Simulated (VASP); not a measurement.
Here is a VASP 6.6.1 calculation.

Contents of INCAR:

```
PREC = Accurate ; ENCUT = 520
EDIFF = 1E-6 ; ISMEAR = -1
SIGMA = 0.1 ; LREAL = F
LASPH = T ; NELM = 60
ALGO = Normal ; ISIF = 2
LWAVE = F ; LCHARG = F
GGA = CA ; NBANDS = 11
```

KPOINTS

```
regular mesh
0
Gamma
  6 6 6
```

File POSCAR:

```
BeS
1.0
    0.0000000000      2.4250000000      2.4250000000
    2.4250000000      0.0000000000      2.4250000000
    2.4250000000      2.4250000000      0.0000000000
Be S
1 1
Direct
    0.0000000000      0.0000000000      0.0000000000
    0.2500000000      0.2500000000      0.2500000000
```

Potentials or basis: VASP PAW LDA potentials, release 64 (Be, S).

Command:

```sh
$ cat potpaw_LDA.64/Be/POTCAR potpaw_LDA.64/S/POTCAR > POTCAR
$ mpirun -np 1 vasp_std > vasp.out
```

(1) Estimate the band gap on the k mesh.

(2) What does it give for the pressure?

Answers

(1) 2.90 eV, indirect (least direct gap 5.54 eV).

(2) -3.1 GPa.
